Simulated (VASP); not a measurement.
# B (Cmce) in VASP: a series of runs

B is run at these levels: PBE; tasks: single point, relaxation of cell and atoms.

All numbers are computed with VASP 6.6.1; they aren't measurements. Logs are shortened: lines on timing, memory, paths and dates and some standing lists are left out, and cuts for length are marked.

## 1. The cell of the first run

It takes space group Cmce (No. 64, orthorhombic). The conventional cell has a = 2.944 Å, b = 5.321 Å, c = 3.263 Å, α = 90.00°, β = 90.00°, γ = 90.00°. B (site symmetry m) has 7 B at 1.76 to 1.91 Å within 2.3 Å.

## 2. Single point, PBE

The input, INCAR:

```
SYSTEM = B
PREC = Accurate
ENCUT = 520
EDIFF = 1E-6
ISMEAR = 0
SIGMA = 0.1
LREAL = .False.
LASPH = .True.
NELM = 60
ALGO = Normal
ISIF = 2
LWAVE = .False.
LCHARG = .True.
GGA = PE
LELF = .True.
LVHAR = .True.
NBANDS = 14
```

The input, KPOINTS:

```
Automatic mesh
0
Gamma
  6 6 6
  0 0 0
```

The input, POSCAR:

```
B
1.0
    1.4720123987     -2.6603902359      0.0000000000
    1.4720123987      2.6603902359      0.0000000000
    0.0000000000      0.0000000000      3.2633101331
B
4
Direct
    0.1562161174      0.8437838826      0.0902350394
    0.6562161174      0.3437838826      0.4097649606
    0.8437838826      0.1562161174      0.9097649606
    0.3437838826      0.6562161174      0.5902350394
```

Potentials or basis: VASP PAW PBE potentials, release 64 (B).

The run is started by

```
$ cat potpaw_PBE.64/B/POTCAR > POTCAR
$ mpirun -np 1 vasp_std > vasp.out
```

OUTCAR:

```text
SYSTEM = B
   PREC = Accurate
   ENCUT = 520
   EDIFF = 1E-6
   ISMEAR = 0
   LREAL = .False.
   LASPH = .True.
   NELM = 60
   ISIF = 2
   GGA = PE

 ion  position               nearest neighbor table
   1  0.156  0.844  0.090-   3 1.76   2 1.80   2 1.80   3 1.87   3 1.87   4 1.91   4 1.91
   2  0.656  0.344  0.410-   4 1.76   1 1.80   1 1.80   4 1.87   4 1.87   3 1.91   3 1.91
   3  0.844  0.156  0.910-   1 1.76   4 1.80   4 1.80   1 1.87   1 1.87   2 1.91   2 1.91
   4  0.344  0.656  0.590-   2 1.76   3 1.80   3 1.80   2 1.87   2 1.87   1 1.91   1 1.91

  LATTYP: Found a base centered orthorhombic cell.
 ALAT       =     2.9440247974
 B/A-ratio  =     1.8073151002
 C/A-ratio  =     1.1084519859

  Lattice vectors:

 A1 = (   1.4720123987,  -2.6603902359,   0.0000000000)
 A2 = (   1.4720123987,   2.6603902359,   0.0000000000)
 A3 = (   0.0000000000,   0.0000000000,   3.2633101331)

Analysis of symmetry for initial positions (statically):
=====================================================================
 Subroutine PRICEL returns:
 Original cell was already a primitive cell.

 Routine SETGRP: Setting up the symmetry group for a
 base centered orthorhombic supercell.

 Subroutine GETGRP returns: Found  8 space group operations
 (whereof  4 operations were pure point group operations)
 out of a pool of  8 trial point group operations.

The static configuration has the point symmetry C_2h.
 The point group associated with its full space group is D_2h.

Analysis of symmetry for dynamics (positions and initial velocities):
=====================================================================
 Subroutine PRICEL returns:
 Original cell was already a primitive cell.

 Routine SETGRP: Setting up the symmetry group for a
 base centered orthorhombic supercell.

 Subroutine GETGRP returns: Found  8 space group operations
 (whereof  4 operations were pure point group operations)
 out of a pool of  8 trial point group operations.

The dynamic configuration has the point symmetry C_2h.
 The point group associated with its full space group is D_2h.

 Subroutine INISYM returns: Found  8 space group operations
 (whereof  4 operations are pure point group operations),
 and found     1 'primitive' translations

----------------------------------------------------------------------------------------

                                     Primitive cell

  volume of cell :      25.5591

  direct lattice vectors                    reciprocal lattice vectors
     1.472012399 -2.660390236  0.000000000     0.339671052 -0.187942353  0.000000000
     1.472012399  2.660390236  0.000000000     0.339671052  0.187942353  0.000000000
     0.000000000  0.000000000  3.263310133     0.000000000  0.000000000  0.306437316

  length of vectors
     3.040476395  3.040476395  3.263310133     0.388199371  0.388199371  0.306437316

  position of ions in fractional coordinates (direct lattice)
     0.156216117  0.843783883  0.090235039
     0.656216117  0.343783883  0.409764961
     0.843783883  0.156216117  0.909764961
     0.343783883  0.656216117  0.590235039

  ion indices of the primitive-cell ions
   primitive index   ion index
                 1           1
                 2           2
                 3           3
                 4           4

----------------------------------------------------------------------------------------

 KPOINTS: Automatic mesh

Automatic generation of k-mesh.
 Grid dimensions read from file:
 generate k-points for:    6    6    6

 Generating k-lattice:

  Cartesian coordinates                     Fractional coordinates (reciprocal lattice)
     0.056611842 -0.031323725  0.000000000     0.166666667  0.000000000  0.000000000
     0.056611842  0.031323725  0.000000000     0.000000000  0.166666667  0.000000000
     0.000000000  0.000000000  0.051072886     0.000000000  0.000000000  0.166666667

  Length of vectors
     0.064699895  0.064699895  0.051072886

  Shift w.r.t. Gamma in fractional coordinates (k-lattice)
     0.000000000  0.000000000  0.000000000

 Subroutine IBZKPT returns following result:
 ===========================================

 Found     52 irreducible k-points:

 Following reciprocal coordinates:
            Coordinates               Weight
  0.000000  0.000000  0.000000      1.000000
  0.166667  0.000000  0.000000      4.000000
  0.333333 -0.000000  0.000000      4.000000
  0.500000  0.000000  0.000000      2.000000
  0.166667  0.166667  0.000000      2.000000
  0.333333  0.166667  0.000000      4.000000
[... 16 lines left out ...]
  0.333333  0.333333  0.166667      4.000000
  0.500000  0.333333  0.166667      8.000000
 [... further k-points ...]
   k-points           NKPTS =     52   k-points in BZ     NKDIM =     52   number of bands    NBANDS=     14
   number of dos      NEDOS =    301   number of ions     NIONS =      4
   total plane-waves  NPLWV =  13824
   dimension x,y,z NGX =    24 NGY =   24 NGZ =   24
   dimension x,y,z NGXF=    48 NGYF=   48 NGZF=   48
   ions per type =               4
   NGX,Y,Z   is equivalent  to a cutoff of  13.12, 13.12, 12.23 a.u.
   NGXF,Y,Z  is equivalent  to a cutoff of  26.25, 26.25, 24.45 a.u.
 SYSTEM =  B
   PREC   = accura    normal or accurate (medium, high low for compatibility)
   ISTART =      0    job   : 0-new  1-cont  2-samecut
   ICHARG =      2    charge: 1-file 2-atom 10-const
   ISPIN  =      1    spin polarized calculation?
   LNONCOLLINEAR =      F non collinear calculations
   LSORBIT =      F    spin-orbit coupling
   LASPH  =      T    aspherical Exc in radial PAW
   ENCUT  =  520.0 eV  38.22 Ry    6.18 a.u.   5.65  5.65  6.07*2*pi/ulx,y,z
   NELM   =     60;   NELMIN=  2; NELMDL= -5     # of ELM steps
   EDIFF  = 0.1E-05   stopping-criterion for ELM
   LREAL  =      F    real-space projection
   EDIFFG = 0.1E-04   stopping-criterion for IOM
   NSW    =      0    number of steps for IOM
   IBRION =     -1    ionic relax: 0-MD 1-quasi-New 2-CG
   NFREE  =      0    steps in history (QN), initial steepest desc. (CG)
   ISIF   =      2    stress and relaxation
   ISYM   =      2    0-nonsym 1-usesym 2-fastsym
   POTIM  = 0.5000    time-step for ionic-motion
   TEBEG  =    0.0;   TEEND  =   0.0 temperature during run
   PSTRESS=    0.0 pullay stress
   NELECT =      12.0000    total number of electrons
   NUPDOWN=      -1.0000    fix difference up-down
   EMIN   =  10.00;   EMAX   =-10.00  energy-range for DOS
   EFERMI =   0.00;   METHOD = LEGACY
   ISMEAR =     0;   SIGMA  =   0.10  broadening in eV -4-tet -1-fermi 0-gaus
   EFERMI_NEDOS =   21; number of points for ismear=-14 and -15
   IALGO  =     38    algorithm
   IMIX   =      4    mixing-type and parameters
     AMIX     =   0.40;   BMIX     =  1.00
     AMIX_MAG =   1.60;   BMIX_MAG =  1.00
  volume/ion in A,a.u.               =       6.39        43.12
  Fermi-wavevector in a.u.,A,eV,Ry     =   1.272390  2.404468 22.027505  1.618976
  Thomas-Fermi vector in A             =   2.405271
   LORBIT       =      0    0 simple, 1 ext, 2 COOP (PROOUT), +10 PAW based schemes
   GGA     = PE    functional components
   LHFCALC =     F    Hartree Fock is set to
   AEXX    =    0.0000 exact exchange contribution
   IVDW    =     0    specifies the selected vdW correction
   LEPSILON=     F    determine dielectric tensor
   LRPA    =     F    only Hartree local field effects (RPA)
 non-spin polarized calculation
 Gauss-broadening in eV      SIGMA  =   0.10
  energy-cutoff  :      520.00
  volume of cell :       25.56
 maximum number of plane-waves:       704
 NGX is ok and might be reduce to    24
   NGX = 11   NGY = 11   NGZ = 13

 number of electron      12.0000000 magnetization

 Free energy of the ion-electron system (eV)
  ---------------------------------------------------
  ext. energy  EPLUGINS =         0.00000000
  ---------------------------------------------------
  free energy    TOTEN  =       -25.69819682 eV

  energy without entropy =      -25.69603917  energy(sigma->0) =      -25.69711799

 E-fermi :   8.7461     XC(G=0): -12.4247

 val. band max:        8.6716781691   @ k =   0.5000   0.5000   0.1667
 cond. band min:       8.7490847567   @ k =  -0.1667   0.1667   0.3333
 fundamental gap:      0.0774065876
 Fermi energy:         8.7460640092

 k-point     1 :       0.0000    0.0000    0.0000
  band No.  band energies     occupation
      1      -8.9821      2.00000
      2       0.9091      2.00000
      3       2.8887      2.00000
      4       4.2059      2.00000
      5       5.3336      2.00000
      6       9.3332      0.00000
      7       9.6610      0.00000
      8      11.2364      0.00000
      9      11.4306      0.00000
     10      15.7262      0.00000
     11      17.1679      0.00000
     12      19.4568      0.00000
     13      19.5906      0.00000
     14      21.4107      0.00000

 k-point     2 :       0.1667    0.0000    0.0000
  band No.  band energies     occupation
      1      -8.4959      2.00000
      2       1.3090      2.00000
      3       2.1125      2.00000
      4       3.1513      2.00000
      5       4.7584      2.00000
      6       6.3361      2.00000
      7      12.2113      0.00000
      8      12.5938      0.00000
      9      13.3703      0.00000
     10      14.8372      0.00000
     11      16.5350      0.00000
     12      16.7388      0.00000
     13      19.2811      0.00000
     14      21.6449      0.00000
[... 343 lines left out ...]
      1      -4.2036      2.00000
      2      -2.8021      2.00000
      3      -1.4901      2.00000
      4       2.3102      2.00000
      5       3.7133      2.00000
      6       5.5873      2.00000
      7      11.7150      0.00000
      8      12.2307      0.00000
      9      13.8886      0.00000
     10      15.7551      0.00000
     11      16.2846      0.00000
     12      18.8640      0.00000
     13      22.4709      0.00000
     14      24.4800      0.00000

 k-point    24 :       0.5000    0.3333    0.1667
  band No.  band energies     occupation
      1      -5.7488      2.00000
      2      -1.9387      2.00000
      3       0.2811      2.00000
      4       1.1847      2.00000
      5       5.2800      2.00000
      6       6.0274      2.00000
      7      10.3356      0.00000
      8      11.2732      0.00000
      9      13.1625      0.00000
     10      15.5999      0.00000
     11      16.5698      0.00000
     12      20.1601      0.00000
     13      22.8220      0.00000
     14      23.8166      0.00000

 [... further k-points ...]

------------------------ aborting loop because EDIFF is reached ----------------------------------------

  FORCE on cell =-STRESS in cart. coord.  units (eV):
  Direction    XX          YY          ZZ          XY          YZ          ZX
  --------------------------------------------------------------------------------------
  -------------------------------------------------------------------------------------
  Total        0.0042289      0.0108775     -0.0102350      0.0000000      0.0000000      0.0000000
  in kB        0.2650900      0.6818596     -0.6415808      0.0000000      0.0000000      0.0000000
  external PRESSURE =       0.1017896 kB  Pullay stress =       0.0000000 kB

 VOLUME and BASIS-vectors are now :
 -----------------------------------------------------------------------------
  energy-cutoff  :      520.00
  volume of cell :       25.56
      direct lattice vectors                 reciprocal lattice vectors
     1.472012399 -2.660390236  0.000000000     0.339671052 -0.187942353  0.000000000
     1.472012399  2.660390236  0.000000000     0.339671052  0.187942353  0.000000000
     0.000000000  0.000000000  3.263310133     0.000000000  0.000000000  0.306437316

 POSITION                                       TOTAL-FORCE (eV/Angst)
 -----------------------------------------------------------------------------------
      1.47201      1.82920      0.29446         0.000000     -0.004455      0.005353
      1.47201     -0.83119      1.33719         0.000000     -0.004455     -0.005353
      1.47201     -1.82920      2.96885         0.000000      0.004455     -0.005353
      1.47201      0.83119      1.92612         0.000000      0.004455      0.005353
 -----------------------------------------------------------------------------------
    total drift:                                0.000000     -0.000000      0.000000

  FREE ENERGIE OF THE ION-ELECTRON SYSTEM (eV)
  ---------------------------------------------------
  free  energy   TOTEN  =       -25.6981968157 eV

  energy  without entropy=      -25.6960391707  energy(sigma->0) =      -25.69711799
```

Run time: 7 s. Hardware: 1 thread of Intel Xeon 6975P-C (Granite Rapids), shared host; peak memory 0.13 GiB.

Results:

* Free energy: -25.6982 eV
* Pressure: 0.0 GPa
* Largest force: 0.007 eV/Å
* Band gap on the k mesh: zero (bands 6 and 7 overlap by 0.98 eV)

Forces on the atoms (eV/Å):
```
B    0.000 -0.004  0.005
B    0.000 -0.004 -0.005
B    0.000  0.004 -0.005
B    0.000  0.004  0.005
```

Stress tensor (GPa, compression positive):
```
 0.03  0.00  0.00
 0.00  0.07  0.00
 0.00  0.00 -0.06
```

Caveat: the k points lie up to 0.41 Å⁻¹ apart, too coarse for converged energies and pressures of a metal.

## 3. Single point, PBE

This run uses another cell than the first one, of 7.36 Å³/atom.

The input, INCAR:

```
PREC = Accurate
ENCUT = 520
EDIFF = 1E-6
ISMEAR = 0
SIGMA = 0.1
LREAL = F
LASPH = T
NELM = 80
ALGO = Normal
ISIF = 2
LWAVE = F
LCHARG = T
GGA = PE
LELF = T
LVHAR = T
NBANDS = 14
```

The input, KPOINTS:

```
regular mesh
0
Gamma
  6 6 6
```

The input, POSCAR:

```
B
1.0
    1.6305061821     -2.7634056047      0.0000000000
    1.6305061821      2.7634056047      0.0000000000
    0.0000000000      0.0000000000      3.2653500666
B
4
Direct
    0.1525000000      0.8475000000      0.0785000000
    0.6525000000      0.3475000000      0.4215000000
    0.8475000000      0.1525000000      0.9215000000
    0.3475000000      0.6525000000      0.5785000000
```

Potentials or basis: VASP PAW PBE potentials, release 64 (B).

The run is started by

```
$ cat potpaw_PBE.64/B/POTCAR > POTCAR
$ mpirun -np 1 vasp_std > vasp.out
```

It took 6.8 s on 1 thread of Intel Xeon 6975P-C (Granite Rapids), shared host; peak memory 0.13 GiB.

The run converged. Its results:

```
Free energy            : -25.1352 eV
Pressure               : -26.1 GPa
Largest force          : 0.789 eV/Å
Band gap on the k mesh : zero (bands 6 and 7 overlap by 1.39 eV)
```

Forces on the atoms (eV/Å):
```
B    0.000 -0.649  0.449
B    0.000 -0.649 -0.449
B    0.000  0.649 -0.449
B    0.000  0.649  0.449
```

Stress tensor (GPa, compression positive):
```
-37.99   0.00   0.00
  0.00 -28.08   0.00
  0.00   0.00 -12.34
```

Levels at points of the mesh, in eV from the Fermi level:
```tsv
k point	band 2	band 3	band 4	band 5	band 6	band 7	band 8	band 9	band 10	band 11
(0.00, 0.00, 0.00)	-5.77	-3.85	-3.79	-2.66	0.39	0.50	0.71	3.71	7.10	8.49
(0.50, 0.00, 0.00)	-11.97	-4.37	-4.37	-3.10	-3.10	2.40	2.40	6.40	6.40	8.85
(0.50, 0.50, 0.00)	-10.56	-6.33	-3.30	-2.48	-1.35	0.47	1.17	4.69	5.57	6.74
(0.00, 0.00, 0.50)	-12.89	-1.22	-1.22	-1.09	-1.09	1.27	1.27	5.43	5.43	6.92
(0.50, 0.00, 0.50)	-9.31	-9.09	-9.09	-3.45	-3.45	2.45	2.45	9.72	9.72	10.95
(0.50, 0.50, 0.50)	-10.07	-7.72	-7.72	-3.18	-3.18	-0.16	-0.16	9.29	9.29	12.13
```

Caveat: the k points lie up to 0.37 Å⁻¹ apart, too coarse for converged energies and pressures of a metal.

## 4. Relaxation of cell and atoms, PBE

This run uses another cell than the first one, of 7.36 Å³/atom.

The input, INCAR:

```
PREC = Accurate
ENCUT = 600
EDIFF = 1E-7
ISMEAR = 0
SIGMA = 0.1
LREAL = F
LASPH = T
NELM = 60
ALGO = Normal
ISIF = 3
LWAVE = F
LCHARG = F
GGA = PE
IBRION = 2
NSW = 90
EDIFFG = -0.04
```

The input, KPOINTS:

```
Automatic mesh
0
Gamma
  6 6 6
```

POSCAR is that of step 3.

The run is started by

```
$ cat potpaw_PBE.64/B/POTCAR > POTCAR
$ mpirun -np 1 vasp_std > vasp.out
```

Wall time 42 s (1 thread of Intel Xeon 6975P-C (Granite Rapids), shared host); peak memory 0.16 GiB.

It converged, with:

```
Free energy                           : -25.7052 eV
Relaxed volume                        : 6.39 Å³/atom
Relaxed cell                          : a = 3.040 Å, b = 3.040 Å, c = 3.265 Å, α = 90.00°, β = 90.00°, γ = 122.14°
Space group after relaxing (to 0.1 Å) : Cmce (No. 64)
Energy gained by relaxing             : 141.6 meV/atom
Ionic steps                           : 8
Pressure after relaxing               : 0.1 GPa
Largest force after relaxing          : 0.018 eV/Å
Band gap on the k mesh                : zero (bands 6 and 7 overlap by 0.99 eV)
```

Forces on the atoms (eV/Å):
```
B    0.000  0.005 -0.017
B    0.000  0.005  0.017
B    0.000 -0.005  0.017
B    0.000 -0.005 -0.017
```

Stress tensor (GPa, compression positive):
```
 0.42  0.00  0.00
 0.00  0.00  0.00
 0.00  0.00 -0.14
```

Step by step:
```
step  energy change (eV)  largest force (eV/Å)  pressure (GPa)  volume (Å³)
   1              0.0000                0.7899          -26.17        29.43
   2             -0.4871                0.3338           11.58        24.58
   3             -0.5053                0.3494            4.05        25.25
   4             -0.5557                0.3218            1.14        25.42
   5             -0.5571                0.3637            0.80        25.45
   6             -0.5622                0.1771           -0.41        25.62
   7             -0.5653                0.0791            0.00        25.56
   8             -0.5663                0.0183            0.09        25.55
```

Final structure:
```
B
1.0
     1.47058   -2.66091    0.00000
     1.47058    2.66091    0.00000
     0.00000    0.00000    3.26465
B
4
Direct
  0.15627 0.84373 0.09063
  0.65627 0.34373 0.40937
  0.84373 0.15627 0.90937
  0.34373 0.65627 0.59063
```

Levels at points of the mesh, in eV from the Fermi level:
| k point | band 2 | band 3 | band 4 | band 5 | band 6 | band 7 | band 8 | band 9 | band 10 |
| --- | --- | --- | --- | --- | --- | --- | --- | --- | --- |
| (0.00, 0.00, 0.00) | -7.84 | -5.88 | -4.54 | -3.41 | 0.59 | 0.94 | 2.52 | 2.67 | 7.00 |
| (0.50, 0.00, 0.00) | -13.41 | -5.57 | -5.57 | -4.52 | -4.52 | 1.59 | 1.59 | 6.02 | 6.02 |
| (0.50, 0.50, 0.00) | -12.09 | -6.96 | -5.28 | -3.51 | -1.78 | -0.40 | 0.71 | 4.66 | 4.74 |
| (0.00, 0.00, 0.50) | -14.97 | -1.86 | -1.86 | -1.43 | -1.43 | 0.95 | 0.95 | 6.51 | 6.51 |
| (0.50, 0.00, 0.50) | -11.02 | -10.41 | -10.41 | -4.24 | -4.24 | 2.06 | 2.06 | 10.30 | 10.31 |
| (0.50, 0.50, 0.50) | -12.03 | -9.20 | -9.20 | -3.81 | -3.81 | 0.83 | 0.83 | 9.19 | 9.19 |

Caveat: the k points lie up to 0.41 Å⁻¹ apart in the final cell, too coarse for converged energies and pressures of a metal.

[end of part 1 of 2]
